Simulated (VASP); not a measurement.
Here is a VASP 6.6.1 calculation.

Contents of INCAR:

```
  PREC = Accurate
  ENCUT = 520
  EDIFF = 1E-6
  ISMEAR = 0
  SIGMA = 0.1
  LREAL = False
  LASPH = True
  NELM = 60
  ALGO = Normal
  ISIF = 2
  LWAVE = False
  LCHARG = False
  GGA = PS
  NBANDS = 28
```

The input KPOINTS:

```
regular mesh
0
Gamma
  10 10 10
```

POSCAR

```
Sn2Ge
1.0
    0.0000000000      3.4327523668      3.4327523668
    3.4327523668      0.0000000000      3.4327523668
    3.4327523668      3.4327523668      0.0000000000
Sn Ge
2 1
Direct
    0.7500000000      0.7500000000      0.7500000000
    0.2500000000      0.2500000000      0.2500000000
    0.0000000000      0.0000000000      0.0000000000
```

Potentials or basis: VASP PAW PBE potentials, release 64 (Sn_d, Ge_d).

The run is started by

```console
$ cat potpaw_PBE.64/Sn_d/POTCAR potpaw_PBE.64/Ge_d/POTCAR > POTCAR
$ mpirun -np 1 vasp_std > vasp.out
```

Problem. Predict the pressure.

Solution. 0.0 GPa.

Problem. Predict the band gap on the k mesh.

Solution. Zero (bands 21 and 22 overlap by 1.54 eV).

Caveat: the PAW data sets were made with another functional, which shifts forces and pressure a little; spin-orbit coupling is left out, which moves the levels of the heavy elements.
